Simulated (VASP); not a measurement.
Input of a VASP 6.6.1 run:

Contents of INCAR:

```
PREC = Accurate
ENCUT = 520
EDIFF = 1E-6
ISMEAR = 1
SIGMA = 0.05
LREAL = False
LASPH = True
NELM = 80
ALGO = Normal
ISIF = 2
LWAVE = False
LCHARG = True
GGA = PS
LELF = True
LVHAR = True
NBANDS = 16
```

KPOINTS

```
Automatic mesh
0
Gamma
  7 7 10
```

The input POSCAR:

```
Al2Cu
1.0
    4.1856962056      0.0000000000      0.0000000000
    0.0000000000      4.1856962056      0.0000000000
    0.0000000000      0.0000000000      2.9480198084
Al Cu
2 1
Direct
    0.5000000000      0.0000000000      0.5000000000
    0.0000000000      0.5000000000      0.5000000000
    0.0000000000      0.0000000000      0.0000000000
```

Potentials or basis: VASP PAW PBE potentials, release 64 (Al, Cu).

The run is started by

```console
$ cat potpaw_PBE.64/Al/POTCAR potpaw_PBE.64/Cu/POTCAR > POTCAR
$ mpirun -np 1 vasp_std > vasp.out
```

(1) Predict the band gap on the k mesh.

(2) Predict the pressure.

## Answers

(1) zero (an odd number of electrons rules out a gap without spin polarisation).

(2) -6.4 GPa.

Caveat: the cell stands under tension; the PAW data sets were made with another functional, which shifts forces and pressure a little.
